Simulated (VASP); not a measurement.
Here is a VASP 6.6.1 calculation.

File INCAR:

```
PREC = Accurate ; ENCUT = 520
EDIFF = 1E-6 ; ISMEAR = 0
SIGMA = 0.2 ; LREAL = False
LASPH = True ; NELM = 100
ALGO = Fast ; ISIF = 2
LWAVE = False ; LCHARG = False
GGA = PE ; NBANDS = 46
```

File KPOINTS:

```
regular mesh
0
Gamma
  6 6 4
```

Contents of POSCAR:

```
Al2Cu
1.0
   -3.0281460771     -3.0265427603      2.4515755142
   -3.0276007868      3.0283176893      2.4548609915
   -6.0309855244     -0.0030663835     -4.8754009004
Al Cu
8 4
Direct
    0.2618028609      0.5789451621      0.9212112181
    0.7618300283      0.0789245221      0.4212567872
    0.6711155410      0.9885008881      0.8286195946
    0.1710845250      0.4883961164      0.3286437265
    0.2383252013      0.9210027390      0.5787921403
    0.7381998986      0.4210185660      0.0787577143
    0.8287620779      0.5117193813      0.6714201809
    0.3289134941      0.0115126022      0.1713537286
    0.1255488893      0.1245597045      0.8750303405
    0.6255259913      0.6244836319      0.3750361617
    0.3744222642      0.3754814549      0.6249379247
    0.8744692283      0.8754552314      0.1249404824
```

Potentials or basis: VASP PAW PBE potentials, release 64 (Al, Cu).

The run is started by

```sh
$ cat potpaw_PBE.64/Al/POTCAR potpaw_PBE.64/Cu/POTCAR > POTCAR
$ mpirun -np 1 vasp_std > vasp.out
```

Q: Estimate the largest force.

A: 0.009 eV/Å.

Q: Predict the band gap on the k mesh.

A: Zero (bands 34 and 35 overlap by 2.29 eV).

Q: Estimate the pressure.

A: 0.1 GPa.

Stress tensor (GPa, compression positive):
```
 0.18  0.00 -0.10
 0.00  0.12 -0.04
-0.10 -0.04  0.09
```
